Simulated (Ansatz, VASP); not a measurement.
Al, level by level in two programs

```
Al
1.0
     0.00000    2.01122    2.01122
     2.01122    0.00000    2.01122
     2.01122    2.01122    0.00000
Al
1
Direct
  0.00000 0.00000 0.00000
```

Single points on this cell with VASP 6.6.1 and Ansatz 0.2.0. Each row is one pair of runs. Alike in all rows: k mesh: 11 × 11 × 11.

```csv
level,spin,smearing,"VASP's potentials, cutoff","Ansatz's potentials, cutoff","gap on the k mesh at the Fermi level (eV), VASP","gap on the k mesh at the Fermi level (eV), Ansatz","pressure (GPa), VASP","pressure (GPa), Ansatz"
PBE exchange alone,off,"fermi-dirac, width 0.05 eV","VASP PAW PBE potentials, release 64 (Al), 520 eV","Ansatz PAW, 420 eV",none,none,11.0,10.9
LDA,off,"fermi-dirac, width 0.05 eV","VASP PAW LDA potentials, release 64 (Al), 520 eV","JTH PAW LDA, 570 eV",none,none,-2.1,-2.3
RPBE+D4,off,"fermi-dirac, width 0.05 eV","VASP PAW PBE potentials, release 64 (Al), 520 eV","Ansatz PAW, 420 eV",none,none,-3.7,-3.5
revPBE+D3(BJ),"collinear, typed start","fermi-dirac, width 0.025 eV","VASP PAW PBE potentials, release 64 (Al), 520 eV","SSSP efficiency PAW, 408 eV",none,none,-4.5,-4.4
revPBE,off,"fermi-dirac, width 0.05 eV","VASP PAW PBE potentials, release 64 (Al), 520 eV","Ansatz PAW, 420 eV",none,none,2.2,2.4
BLYP+D3(BJ),off,"fermi-dirac, width 0.05 eV","VASP PAW PBE potentials, release 64 (Al), 520 eV","Ansatz PAW, 420 eV",none,none,-3.3,-3.5
SVWN5,off,"fermi-dirac, width 0.05 eV","VASP PAW PBE potentials, release 64 (Al), 520 eV","Ansatz PAW, 420 eV",none,none,-1.9,-2.3
BLYP,off,"fermi-dirac, width 0.05 eV","VASP PAW PBE potentials, release 64 (Al), 520 eV","Ansatz PAW, 420 eV",none,none,4.7,4.6
```

Pressure (GPa): the two programs differ by at most 0.42.

A gap of «none» marks a metal or a gap that the smearing closes.
